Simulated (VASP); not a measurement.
Runs of VASP 6.6.1 on W. The structure is that of space group Im-3m (No. 229), or close to it. The cells are those of the table. 

```csv
task,level,spin,cell,k mesh,cutoff (eV),grid for exact exchange (PRECFOCK),share of exact exchange,gap on the mesh (eV),pressure (GPa)
single point,BLYP,off,"a = 2.825 Å, angles 109.5°, 1 atom",22 × 22 × 22,520,-,-,none,-8.6
single point,BLYP,off,"a = 2.672 Å, angles 109.5°, 1 atom",22 × 22 × 22,520,-,-,none,(c)
single point,BLYP,off,"a = 2.712 Å, angles 109.5°, 1 atom",22 × 22 × 22,520,-,-,none,29.5
single point,B3LYP,off,"a = 2.789 Å, angles 109.5°, 1 atom",7 × 7 × 7,520,Normal,0.2,none,-4.8
single point,BLYP,"non-collinear, zero start, SOC","a = 2.789 Å, angles 109.5°, 1 atom",14 × 14 × 14,520,-,-,-,(b)
single point,BLYP,off,"a = 2.789 Å, angles 109.5°, 1 atom",7 × 7 × 7,520,-,-,none,2.0
single point,BLYP,off,"a = 2.789 Å, angles 109.5°, 1 atom",22 × 22 × 22,520,-,-,none,(a)
single point,BLYP,off,"a = 2.751 Å, angles 109.5°, 1 atom",22 × 22 × 22,520,-,-,none,14.0
relaxation of cell and atoms,BLYP,off,"relaxed from a = 2.741 Å, angles 109.5°, 1 atom",14 × 14 × 14,600,-,-,none,-0.1
single point,BLYP,off,"a = 2.896 Å, angles 109.5°, 1 atom",22 × 22 × 22,520,-,-,none,-23.4
single point,BLYP,off,"a = 2.861 Å, angles 109.5°, 1 atom",22 × 22 × 22,520,-,-,none,-16.8
```

Alike in all rows: potentials or basis VASP PAW PBE potentials, release 64 (W_sv); smearing fermi-dirac 0.1 eV.

Q: Fill in the values left out.

A: (a) 1.5; (b) 2.6; (c) 48.6.

Caveats: some runs use coarse meshes; the PAW data sets were made with another functional, which shifts forces and pressure a little; spin-orbit coupling is left out, which moves the levels of the heavy elements (at least some runs); the cell stands under tension (at least some runs); the cell stands under pressure (at least some runs).

A k mesh can miss the band edges, and rows without SOC leave out spin-orbit coupling on W.

A gap of «none» marks levels without a gap at the run's occupations.
